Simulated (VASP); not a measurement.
The system is Fe.

```
CELL_PARAMETERS angstrom
2.43416 0.00000 0.00000
-1.21708 2.10804 0.00000
0.00000 0.00000 3.84193
ATOMIC_POSITIONS crystal
Fe 0.66667 0.33333 0.75000
Fe 0.33333 0.66667 0.25000
```

Base run:

| Property | Result |
| --- | --- |
| Program | VASP 6.6.1 |
| Functional | PBE |
| Potentials or basis | VASP PAW PBE potentials, release 64 (Fe) |
| Cutoff | 520 eV |
| k mesh | 10 × 10 × 6 |
| Occupations | fermi-dirac, width 0.05 eV |
| Spin | collinear spin, ferromagnetic start |
| Starting moments | [3.75, 3.75] μB |
| Fixed moment | 7.5 μB |

Its results: pressure 123.6 GPa; site moments Fe +3.65 μB.

Question: The run is repeated on the same cell with these changes: fixed moment from 7.5 μB to 3 μB; moments at the start from [3.75, 3.75] to [1.5, 1.5]. What comes out?

Answer: Pressure 30.1 GPa; site moments Fe +1.47 μB.

Caveats: the total moment is fixed, so each spin has its own Fermi level.
